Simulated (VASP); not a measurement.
Wanted: the native input for a VASP 6.6.1 run.

```yaml
Task: single point
Functional: PBE
Potentials_or_basis: VASP PAW PBE potentials, release 64 (Cs_sv)
Cutoff: 520 eV
k_mesh: 12 × 12 × 12
Occupations: gaussian, width 0.1 eV
Spin: no spin polarisation
Dipole_correction: no
Further_INCAR_settings: ALGO = Fast; EDIFF = 1e-07; NBANDS = 10
```

The structure of Cs lies in POSCAR:

```
Cs
1.0
    5.0433060731      0.0000000000      0.0000000000
    0.0000000000      5.0433060731      0.0000000000
    0.0000000000      0.0000000000      5.0360807514
Cs
1
Direct
    0.5000000000      0.5000000000      0.5000000000
```

The cell was generated, and may not be a known phase.

One way to write it, as run:

INCAR

```
PREC = Accurate ; ENCUT = 520
EDIFF = 1E-7 ; ISMEAR = 0
SIGMA = 0.1 ; LREAL = F
LASPH = T ; NELM = 80
ALGO = Fast ; ISIF = 2
LWAVE = F ; LCHARG = T
GGA = PE ; LELF = T
LVHAR = T ; NBANDS = 10
```

KPOINTS

```
Automatic mesh
0
Gamma
  12 12 12
```

Potentials or basis: VASP PAW PBE potentials, release 64 (Cs_sv).

Launch:

```bash
$ cat potpaw_PBE.64/Cs_sv/POTCAR > POTCAR
$ mpirun -np 1 vasp_std > vasp.out
```

Results of the run:

The pressure is 0.0 GPa and the band gap on the k mesh is zero (an odd number of electrons rules out a gap without spin polarisation).

Caveat: spin-orbit coupling is left out, which moves the levels of the heavy elements.

It took 110 s on 1 thread of Intel(R) Xeon(R) 6975P-C (Granite Rapids), on a shared host, peak memory 0.4 GiB.
